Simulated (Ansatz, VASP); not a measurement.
# Two plane-wave programs on Al

File POSCAR:

```
Al
1.0
    3.0249193697      0.0000000000      0.0000000000
   -1.5124596848      2.6196570185      0.0000000000
    0.0000000000      0.0000000000      4.0409271723
Al
2
Direct
    0.6666666667      0.3333333333      0.7500000000
    0.3333333333      0.6666666667      0.2500000000
```

INCAR.step1

```
SYSTEM = Al
PREC = Accurate
ENCUT = 520
ISMEAR = 0
SIGMA = 0.15
LREAL = .FALSE.
LASPH = .TRUE.
NELM = 80
NBANDS = 10
GGA = PE
ALGO = Normal
EDIFF = 1E-4
LWAVE = .TRUE.
LCHARG = .FALSE.
```

INCAR.step2

```
SYSTEM = Al
PREC = Accurate
ENCUT = 520
EDIFF = 1E-6
ISMEAR = 0
SIGMA = 0.15
LREAL = .FALSE.
LASPH = .TRUE.
NELM = 80
ALGO = Normal
ISIF = 2
LWAVE = .FALSE.
LCHARG = .FALSE.
METAGGA = R2SCAN
LMIXTAU = .TRUE.
NBANDS = 10
ISTART = 1
```

KPOINTS

```
Automatic mesh
0
G
  30 30 14
  0 0 0
```

Input for Ansatz:

```yaml
crystal:
  lattice:
    - [3.0249193697, 0.0, 0.0]
    - [-1.5124596848, 2.6196570185, 0.0]
    - [0.0, 0.0, 4.0409271723]
  atoms:
    - { symbol: Al, position: [0.6666666667, 0.3333333333, 0.75] }
    - { symbol: Al, position: [0.3333333333, 0.6666666667, 0.25] }
basis:
  ecutwfc: 500
kpoints:
  mp_grid: { grid: [30, 30, 14] }
hamiltonian:
  xc: r2scan
scf:
  occupations: { method: gaussian, width: 0.15 }
output:
  forces: true
  stress: true
  eigenvalues: true
```

Alike in both runs: task single point; functional r2SCAN; k mesh 30 × 30 × 14; occupations gaussian, width 0.15 eV; no spin polarisation.

```csv
,VASP,Ansatz
version,VASP 6.6.1,Ansatz 0.2.0
potentials or method,"VASP PAW PBE potentials, release 64 (Al), cutoff 520 eV","scalar-relativistic, plane waves, PAW"
valence electrons in the cell,6,6
```

|  | VASP | Ansatz | Ansatz less VASP |
| --- | --- | --- | --- |
| gap on the k mesh at the Fermi level (eV) | none | none | - |
| pressure (GPa) | 4.1 | 4.4 | +0.31 |
| traceless stress, the component that is largest in VASP (GPa) | 12.30 | 12.36 | +0.061 |

VASP's potentials were made for PBE, not for r2SCAN. A gap of «none» marks a metal or a gap that the smearing closes.
